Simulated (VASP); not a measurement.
# HgTe (Coloradoite): single point with RPBE+D3(BJ)

Crystal: HgTe (Coloradoite).

```xyz
2
Lattice="0.0000 3.1515 3.1515 3.1515 0.0000 3.1515 3.1515 3.1515 0.0000" Properties=species:S:1:pos:R:3 pbc="T T T"
Hg    0.0000    0.0000    0.0000
Te    4.7273    4.7273    4.7273
```

| Property | Result |
| --- | --- |
| Program | VASP 6.6.1 |
| Task | single point |
| Functional | RPBE |
| Dispersion | D3(BJ) |
| Potentials or basis | VASP PAW PBE potentials, release 64 (Hg, Te) |
| Cutoff | 520 eV |
| k mesh | 7 × 7 × 7 |
| Occupations | fermi-dirac, width 0.05 eV |
| Spin | no spin polarisation |

| Item | Value |
| --- | --- |
| Pressure | 0.1 GPa |
| Band gap on the k mesh | zero (filled and empty bands touch) |
| Dispersion energy per atom | -1.727 eV |

Levels at points of the mesh, in eV from the Fermi level:
```csv
k point,band 5,band 6,band 7,band 8,band 9,band 10,band 11,band 12,band 13,band 14
"(0.00, 0.00, 0.00)",-7.25,-7.25,-0.47,-0.04,-0.04,-0.04,4.08,4.08,4.08,6.64
```

Wall time 25 s on 1 thread of Intel(R) Xeon(R) Platinum 8375C CPU @ 2.90GHz (Ice Lake), with other jobs on the host, peak memory 0.21 GiB.

Caveat: the PAW data sets were made with another functional, which shifts forces and pressure a little; spin-orbit coupling is left out, which moves the levels of the heavy elements; pairwise dispersion overbinds metals, which lowers pressure and volume.
